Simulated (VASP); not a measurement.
Runs of VASP 6.6.1 on TeP2. The structure is that of space group Fm-3m (No. 225), or close to it. The cells are those of the table. 

```tsv
task	cell	k mesh	cutoff (eV)	gap on the mesh (eV)	pressure (GPa)
relaxation of cell and atoms	relaxed from a = 4.406 Å, angles 60.0°, 3 atoms	6 × 6 × 6	600	none	0.0
single point	a = 4.406 Å, angles 60.0°, 3 atoms	6 × 6 × 6	520	none	12.0
single point	a = 4.626 Å, angles 60.0°, 3 atoms	12 × 12 × 12	520	none	(a)
single point	a = 4.621 Å, angles 60.0°, 3 atoms	6 × 6 × 6	520	none	0.2
```

Alike in all rows: level PBE; potentials or basis VASP PAW PBE potentials, release 64 (Te, P); no spin polarisation; smearing gaussian 0.1 eV.

Task: Estimate the missing entries.

Result: (a) -0.1.

Caveats: spin-orbit coupling is left out, which moves the levels of the heavy elements.

A k mesh can miss the band edges, and the runs leave out spin-orbit coupling on Te.

A gap of «none» marks levels without a gap at the run's occupations.
